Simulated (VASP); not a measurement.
Set up this calculation in VASP 6.6.1, as the native input.

```yaml
Task: single point
Functional: r2SCAN
Potentials_or_basis: VASP PAW PBE potentials, release 64 (Zn, S)
Cutoff: 520 eV
k_mesh: 8 × 8 × 8
Occupations: gaussian, width 0.05 eV
Spin: no spin polarisation
Dipole_correction: no
Further_INCAR_settings: ALGO = Normal; EDIFF = 1e-07; NBANDS = 16
```

The system is ZnS.

```
Zn S
1.0
    -1.13588    2.27176    2.27176
     2.27176   -1.13588    2.27176
     2.27176    2.27176   -1.13588
Zn S
1 1
Direct
  0.00000 0.00000 0.00000
  0.75000 0.75000 0.75000
```

This cell differs from its parent crystal: ratio of the length along [111] to the lengths across it x 0.5, volume and fractional coordinates fixed.

The input as run:

POSCAR

```
ZnS
1.0
   -1.1358818225      2.2717636451      2.2717636451
    2.2717636451     -1.1358818225      2.2717636451
    2.2717636451      2.2717636451     -1.1358818225
Zn S
1 1
Direct
    0.0000000000      0.0000000000      0.0000000000
    0.7500000000      0.7500000000      0.7500000000
```

INCAR.step1

```
  PREC = Accurate
  ENCUT = 520
  ISMEAR = 0
  SIGMA = 0.05
  LREAL = F
  LASPH = T
  NELM = 80
  NBANDS = 16
  GGA = PE
  ALGO = Normal
  EDIFF = 1E-4
  LWAVE = T
  LCHARG = F
```

INCAR.step2

```
  PREC = Accurate
  ENCUT = 520
  EDIFF = 1E-7
  ISMEAR = 0
  SIGMA = 0.05
  LREAL = F
  LASPH = T
  NELM = 80
  ALGO = Normal
  ISIF = 2
  LWAVE = F
  LCHARG = F
  METAGGA = R2SCAN
  LMIXTAU = T
  NBANDS = 16
  ISTART = 1
```

KPOINTS

```
regular mesh
0
Gamma
  8 8 8
```

Potentials or basis: VASP PAW PBE potentials, release 64 (Zn, S).

Command:

```console
$ cat potpaw_PBE.64/Zn/POTCAR potpaw_PBE.64/S/POTCAR > POTCAR
$ cp INCAR.step1 INCAR
$ mpirun -np 1 vasp_std > vasp.out
$ cp INCAR.step2 INCAR
$ mpirun -np 1 vasp_std > vasp.out
```

Results of the run:

```yaml
Pressure: 94.5 GPa
Largest_force: 45.397 eV/Å
Band_gap_on_the_k_mesh: 0.92 eV, indirect (least direct gap 1.21 eV)
```

Caveat: the PAW data sets were made with another functional, which shifts forces and pressure a little.

It took 90 s on 1 thread of AMD EPYC 9R45 96-Core Processor (Zen 5), on a shared host, peak memory 0.16 GiB.
